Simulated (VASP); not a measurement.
# H17O8F in VASP: further runs, part 2 of 2

VASP 6.6.1.

## Step 4: Single point, PBE

INCAR

```
PREC     = Accurate       # precision mode
ENCUT    = 520            # plane-wave cutoff, eV
EDIFF    = 1E-6           # SCF threshold, eV
ISMEAR   = -1             # smearing method
SIGMA    = 0.05           # smearing width, eV
LREAL    = F              # projectors in reciprocal space
LASPH    = T              # aspherical terms in the spheres
NELM     = 120            # most SCF steps
ALGO     = Normal         # electronic algorithm
ISIF     = 2              # what is computed and relaxed
LWAVE    = F              # write WAVECAR
LCHARG   = F              # write CHGCAR
GGA      = PE             # functional
NBANDS   = 55             # bands
GGA_COMPAT= F
```

KPOINTS

```
regular mesh
0
Gamma
  1 1 1
```

POSCAR

```
H17O8F
1.0
    6.4950650000      0.0000000000      0.0000000000
    0.0000000000      6.4950650000      0.0000000000
    0.0000000000      0.0000000000      6.4950650000
O H F
8 17 1
Direct
    0.9252563292      0.8891365983      0.4860459441
    0.1290826189      0.4504342913      0.2646470821
    0.8279054944      0.1589976390      1.0774949904
    0.3032302217      0.6148668258      0.6552821257
    0.6566831895      0.1900827782      0.5452909247
    0.2426149700      0.8299070140      0.0385061581
    0.2457096272      0.2014606474      0.7872130610
    0.7467207795      0.6359905559      0.7429640812
    0.8446104850      1.0206364370      0.5115114321
    0.8966653913      0.8906762288      0.3413514722
    0.1313304794      0.5427967234      0.1429238968
    0.0032332240      0.3670633011      0.2356866329
    0.7039036561      0.2073112432      1.0255940472
    0.8970195063      0.1295599043      0.9543245526
    0.2453555122      0.5560991306      0.5318499507
    0.1720998943      0.7106164449      0.6938498691
    0.6838730636      0.3404122976      0.5777771277
    0.5873228366      0.1962413001      0.4118357553
    0.2336543206      0.9545862897      0.1303605122
    0.3838452733      0.7745265059      0.0773048461
    0.2853397156      0.3489418505      0.7678445096
    0.1836163302      0.1559029817      0.6559749594
    0.8278439092      0.7358201958      0.6437810861
    0.6085235483      0.6780686567      0.6876913472
    0.6794081353      0.6353747037     -0.0475899779
    0.6372376566      0.6098014416      0.1025239932
```

Potentials or basis: VASP PAW PBE potentials, release 64 (O, H, F).

Run with:

```sh
$ cat potpaw_PBE.64/O/POTCAR potpaw_PBE.64/H/POTCAR potpaw_PBE.64/F/POTCAR > POTCAR
$ mpirun -np 1 vasp_gam > vasp.out
```

OUTCAR:

```text
PREC = Accurate
   ENCUT = 520
   EDIFF = 1E-6
   ISMEAR = -1
   LREAL = F
   LASPH = T
   NELM = 120
   ISIF = 2
   GGA = PE

 ion  position               nearest neighbor table
   1  0.925  0.889  0.486-  10 0.96   9 1.02
   2  0.129  0.450  0.265-  11 0.99  12 1.00
   3  0.828  0.159  0.077-  13 0.93  14 0.94
   4  0.303  0.615  0.655-  15 0.96  16 1.08
   5  0.657  0.190  0.545-  18 0.98  17 1.01
   6  0.243  0.830  0.039-  19 1.01  20 1.02
   7  0.246  0.201  0.787-  22 0.99  21 1.00
   8  0.747  0.636  0.743-  24 1.00  23 1.06
   9  0.845  0.021  0.512-   1 1.02
  10  0.897  0.891  0.341-   1 0.96
  11  0.131  0.543  0.143-   2 0.99
  12  0.003  0.367  0.236-   2 1.00
  13  0.704  0.207  0.026-   3 0.93
  14  0.897  0.130  0.954-   3 0.94
[... 10 lines left out ...]
  25  0.679  0.635  0.952-  26 1.03
  26  0.637  0.610  0.103-  25 1.03

  LATTYP: Found a simple cubic cell.
 ALAT       =     6.4950650000

  Lattice vectors:

 A1 = (   6.4950650000,   0.0000000000,   0.0000000000)
 A2 = (   0.0000000000,   6.4950650000,   0.0000000000)
 A3 = (   0.0000000000,   0.0000000000,   6.4950650000)

Analysis of symmetry for initial positions (statically):
=====================================================================
 Subroutine PRICEL returns:
 Original cell was already a primitive cell.

 Routine SETGRP: Setting up the symmetry group for a
 simple cubic supercell.

 Subroutine GETGRP returns: Found  1 space group operations
 (whereof  1 operations were pure point group operations)
 out of a pool of 48 trial point group operations.

The static configuration has the point symmetry C_1 .

Analysis of symmetry for dynamics (positions and initial velocities):
=====================================================================
 Subroutine PRICEL returns:
 Original cell was already a primitive cell.

[... 153 lines left out ...]
  Fermi-wavevector in a.u.,A,eV,Ry     =   1.048581  1.981532 14.959919  1.099523
  Thomas-Fermi vector in A             =   2.183509
   LORBIT       =      0    0 simple, 1 ext, 2 COOP (PROOUT), +10 PAW based schemes
   GGA     = PE    functional components
   LHFCALC =     F    Hartree Fock is set to
   AEXX    =    0.0000 exact exchange contribution
   IVDW    =     0    specifies the selected vdW correction
   LEPSILON=     F    determine dielectric tensor
   LRPA    =     F    only Hartree local field effects (RPA)
 non-spin polarized calculation
  energy-cutoff  :      520.00
  volume of cell :      274.00
 maximum number of plane-waves:      3625
   NGX = 25   NGY = 25   NGZ = 25

 number of electron      72.0000022 magnetization

 Free energy of the ion-electron system (eV)
  ---------------------------------------------------
  ext. energy  EPLUGINS =         0.00000000
  ---------------------------------------------------
  free energy    TOTEN  =      -123.92651208 eV

  energy without entropy =     -123.92651208  energy(sigma->0) =     -123.92651208

 E-fermi :  -2.1098     XC(G=0):  -6.7413

 val. band max:       -3.3891198089   @ k =   0.0000   0.0000   0.0000
 cond. band min:       0.5476523623   @ k =   0.0000   0.0000   0.0000
 fundamental gap:      3.9367721712
 Fermi energy:        -2.1097923579

 k-point     1 :       0.0000    0.0000    0.0000
  band No.  band energies     occupation
      1     -25.4515      2.00000
      2     -23.2192      2.00000
      3     -23.1061      2.00000
      4     -22.6170      2.00000
      5     -22.3107      2.00000
      6     -21.9643      2.00000
[... 40 lines left out ...]
     47       6.4477      0.00000
     48       6.6750      0.00000
 [bands above 48 left out]

------------------------ aborting loop because EDIFF is reached ----------------------------------------

  FORCE on cell =-STRESS in cart. coord.  units (eV):
  Direction    XX          YY          ZZ          XY          YZ          ZX
  --------------------------------------------------------------------------------------
  -------------------------------------------------------------------------------------
  Total       -2.2993356     -4.3350130      0.3221834      0.3155860      0.3818021     -1.8494537
  in kB      -13.4450507    -25.3483962      1.8839231      1.8453460      2.2325356    -10.8144278
  external PRESSURE =     -12.3031746 kB  Pullay stress =       0.0000000 kB

 VOLUME and BASIS-vectors are now :
 -----------------------------------------------------------------------------
  energy-cutoff  :      520.00
  volume of cell :      274.00
      direct lattice vectors                 reciprocal lattice vectors
     6.495065000  0.000000000  0.000000000     0.153963047  0.000000000  0.000000000
     0.000000000  6.495065000  0.000000000     0.000000000  0.153963047  0.000000000
     0.000000000  0.000000000  6.495065000     0.000000000  0.000000000  0.153963047

 POSITION                                       TOTAL-FORCE (eV/Angst)
 -----------------------------------------------------------------------------------
      6.00960      5.77500      3.15690        -0.214199      1.134014      0.739173
      0.83840      2.92560      1.71890        -0.850169     -0.237922     -0.562205
      5.37730      1.03270      0.50333         1.067997     -0.557802      2.252498
      1.96950      3.99360      4.25610        -2.756716      2.234742      1.180439
      4.26520      1.23460      3.54170         0.262529      1.624434     -0.103956
      1.57580      5.39030      0.25010         1.300762      0.503831      1.567110
[... 18 lines left out ...]
      4.41280      4.12680      6.18597         0.465367     -0.203580      0.630476
      4.13890      3.96070      0.66590        -0.233805      0.291960     -0.468972
 -----------------------------------------------------------------------------------
    total drift:                               -0.000344      0.001324     -0.001759

  FREE ENERGIE OF THE ION-ELECTRON SYSTEM (eV)
  ---------------------------------------------------
  free  energy   TOTEN  =      -123.9265120756 eV

  energy  without entropy=     -123.9265120756  energy(sigma->0) =     -123.92651208
```

OSZICAR:

```text
N       E                     dE             d eps       ncg     rms          rms(c)
DAV:   1     0.611350299404E+03    0.61135E+03   -0.39197E+04   110   0.119E+03
DAV:   2    -0.769792356959E+02   -0.68833E+03   -0.66561E+03   149   0.302E+02
DAV:   3    -0.135656051105E+03   -0.58677E+02   -0.58334E+02   132   0.961E+01
DAV:   4    -0.136500356355E+03   -0.84431E+00   -0.84272E+00   132   0.129E+01
DAV:   5    -0.136510477770E+03   -0.10121E-01   -0.10103E-01   140   0.137E+00    0.215E+01
DAV:   6    -0.124312035701E+03    0.12198E+02   -0.38057E+01   125   0.261E+01    0.832E+00
DAV:   7    -0.124086183206E+03    0.22585E+00   -0.12258E+00   124   0.469E+00    0.526E+00
DAV:   8    -0.123927880857E+03    0.15830E+00   -0.38197E-01   148   0.326E+00    0.751E-01
DAV:   9    -0.123922165247E+03    0.57156E-02   -0.36231E-02   140   0.928E-01    0.329E-01
DAV:  10    -0.123925674082E+03   -0.35088E-02   -0.91084E-03   124   0.453E-01    0.159E-01
DAV:  11    -0.123926439800E+03   -0.76572E-03   -0.99120E-04   132   0.227E-01    0.544E-02
DAV:  12    -0.123926513292E+03   -0.73491E-04   -0.51342E-04   132   0.132E-01    0.272E-02
DAV:  13    -0.123926514072E+03   -0.78071E-06   -0.65953E-05   140   0.560E-02    0.139E-02
DAV:  14    -0.123926511603E+03    0.24691E-05   -0.14636E-05   132   0.251E-02    0.637E-03
DAV:  15    -0.123926512076E+03   -0.47245E-06   -0.85855E-06   148   0.164E-02
   1 F= -.12392651E+03 E0= -.12392651E+03  d E =-.205684E-10
```

stdout:

```text
POSCAR found type information on POSCAR O H F
 POSCAR found :  3 types and      26 ions
 scaLAPACK will be used
 -----------------------------------------------------------------------------
|                                                                             |
|                                                                             |
|     You have a (more or less) 'large supercell' and for larger cells it     |
|     might be more efficient to use real-space projection operators.         |
|     Therefore, try LREAL= Auto in the INCAR file.                           |
|     Mind: For very accurate calculation, you might also keep the            |
|     reciprocal projection scheme (i.e. LREAL=.FALSE.).                      |
|                                                                             |
 -----------------------------------------------------------------------------

 LDA part: xc-table for (Slater+PW92), standard interpolation
 POSCAR, INCAR and KPOINTS ok, starting setup
 FFT: planning ... GRIDC
 FFT: planning ... GRID_SOFT
 FFT: planning ... GRID
 WAVECAR not read
 entering main loop
```

It took 51 s on 1 thread of Intel Xeon 8259CL, shared host; peak memory 0.3 GiB.

Results:

```
Free energy            : -123.9265 eV
Pressure               : -1.2 GPa
Largest force          : 3.740 eV/Å
Band gap on the k mesh : 3.94 eV
```

Forces in eV/Å, atoms in the order of the input:
```
O   -0.214  1.134  0.739
O   -0.850 -0.238 -0.562
O    1.068 -0.558  2.252
O   -2.757  2.235  1.180
O    0.263  1.624 -0.104
O    1.301  0.504  1.567
O   -0.368  0.392 -0.279
O   -0.937  1.155 -1.613
H    0.105 -0.177  0.723
H    0.195 -0.924 -1.307
H    0.264 -0.025  0.700
H    0.670  0.243  0.135
H   -2.607  1.103 -0.561
H    1.713 -0.517 -1.567
H   -0.090 -0.515 -1.283
H    3.248 -1.736 -0.395
H   -0.107 -1.273 -0.095
H    0.014 -0.005  0.214
H   -0.098 -1.045 -1.070
H   -1.192  0.253 -0.478
H   -0.440 -0.661 -0.141
H    0.481  0.321  0.567
H   -0.069 -0.708  0.763
H    0.176 -0.671  0.455
H    0.465 -0.204  0.630
F   -0.234  0.292 -0.469
```

Caveat: the k points lie up to 0.97 Å⁻¹ apart.
